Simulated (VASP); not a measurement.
Wanted: the native input for a VASP 6.6.1 run.

| Property | Result |
| --- | --- |
| Task | density of states |
| Functional | PBE |
| Potentials or basis | VASP PAW PBE potentials, release 64 (Ni, Si) |
| Cutoff | 520 eV |
| k mesh | 10 × 10 × 10 |
| Occupations | fermi-dirac, width 0.05 eV |
| Spin | no spin polarisation |
| Dipole correction | no |
| k mesh for the DOS | 15 × 15 × 15 |
| Occupations for the DOS | tetrahedron |
| Further INCAR settings | ALGO = Normal; EDIFF = 1e-06 |

Si2Ni (fluorite type):

```xyz
3
Lattice="0.0000 2.7221 2.7221 2.7221 0.0000 2.7221 2.7221 2.7221 0.0000" Properties=species:S:1:pos:R:3 pbc="T T T"
Ni    0.0000    0.0000    0.0000
Si    1.3611    1.3611    1.3611
Si    4.0832    4.0832    4.0832
```

One way to write it, as run:

POSCAR

```
Si2Ni
1.0
    0.0000000000      2.7221039802      2.7221039802
    2.7221039802      0.0000000000      2.7221039802
    2.7221039802      2.7221039802      0.0000000000
Ni Si
1 2
Direct
    0.0000000000      0.0000000000      0.0000000000
    0.2500000000      0.2500000000      0.2500000000
    0.7500000000      0.7500000000      0.7500000000
```

INCAR.step1

```
PREC = Accurate
ENCUT = 520
EDIFF = 1E-6
ISMEAR = -1
SIGMA = 0.05
LREAL = F
LASPH = T
NELM = 80
ALGO = Normal
ISIF = 2
LWAVE = F
LCHARG = T
LMAXMIX = 4
GGA = PE
NBANDS = 16
```

KPOINTS.step1

```
Automatic mesh
0
Gamma
  10 10 10
```

INCAR.step2

```
PREC = Accurate
ENCUT = 520
EDIFF = 1E-6
ISMEAR = -5
SIGMA = 0.05
LREAL = F
LASPH = T
NELM = 80
ALGO = Normal
ISIF = 2
LWAVE = F
LCHARG = F
LMAXMIX = 4
GGA = PE
LORBIT = 11
NEDOS = 1001
ICHARG = 11
```

KPOINTS.step2

```
Automatic mesh
0
Gamma
  15 15 15
```

Potentials or basis: VASP PAW PBE potentials, release 64 (Ni, Si).

Launch:

```bash
$ cat potpaw_PBE.64/Ni/POTCAR potpaw_PBE.64/Si/POTCAR > POTCAR
$ cp INCAR.step1 INCAR
$ cp KPOINTS.step1 KPOINTS
$ mpirun -np 1 vasp_std > vasp.out
$ cp INCAR.step2 INCAR
$ cp KPOINTS.step2 KPOINTS
$ mpirun -np 1 vasp_std > vasp.out
```

Results of the run:

| Quantity | Value |
| --- | --- |
| Valence electrons inside the program's atomic spheres | Ni 9.76; Si 1.57 |

Wall time 66 s on 1 thread of Intel Xeon 6975P-C (shared host), peak memory 0.2 GiB.
